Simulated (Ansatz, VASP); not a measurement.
## Ru: VASP beside Ansatz

INCAR

```
PREC = Accurate ; ENCUT = 520
EDIFF = 1E-6 ; ISMEAR = -1
SIGMA = 0.1 ; LREAL = F
LASPH = T ; NELM = 80
ALGO = Normal ; ISIF = 2
LWAVE = F ; LCHARG = F
GGA = B5 ; ALDAX = 1.0
AGGAX = 1.0 ; AGGAC = 1.0
ALDAC = 0.0 ; NBANDS = 13
```

The input KPOINTS:

```
regular mesh
0
Gamma
  14 14 14
```

POSCAR

```
Ru
1.0
    2.5539869695      0.0000000000      0.0000000000
    0.0000000000      2.5539869695      0.0000000000
    0.0000000000      0.0000000000      2.5539869695
Ru
1
Direct
    0.0000000000      0.0000000000      0.0000000000
```

Input for Ansatz:

```yaml
crystal:
  lattice:
    - [2.5539869695, 0.0, 0.0]
    - [0.0, 2.5539869695, 0.0]
    - [0.0, 0.0, 2.5539869695]
  atoms:
    - { symbol: Ru, position: [0.0, 0.0, 0.0] }
hamiltonian:
  xc: blyp
  pseudopotentials:
    kind: paw
    azcp:
      Ru: "pseudopotentials/Ru.paw.azcp"
basis:
  ecutwfc: 420
  fft_grid_basis: typed
kpoints:
  mp_grid: { grid: [14, 14, 14], shift: [0, 0, 0] }
magnetization:
  spin_polarized: false
scf:
  occupations: { method: fermi_dirac, width: 0.1 }
  lower_state_search: "off"
output:
  stress: true
```

Alike in both runs: task single point; functional BLYP; k mesh 14 × 14 × 14; occupations fermi-dirac, width 0.1 eV; no spin polarisation.

|  | VASP | Ansatz |
| --- | --- | --- |
| version | VASP 6.6.1 | Ansatz 0.2.0 |
| potentials or method | VASP PAW PBE potentials, release 64 (Ru_pv), cutoff 520 eV | plane waves (420 eV) with PAW, scalar-relativistic |
| valence electrons in the cell | 14 | 16 |

|  | VASP | Ansatz | Ansatz less VASP |
| --- | --- | --- | --- |
| pressure (GPa) | 0.6 | 0.1 | -0.50 |

VASP's potentials were made for PBE, not for BLYP. The functional is the same, so the differences come from potentials, cutoffs and numerics. VASP's potentials hold 14 valence electrons a cell and Ansatz's 16, so a difference there can come from the potentials and not from the codes.
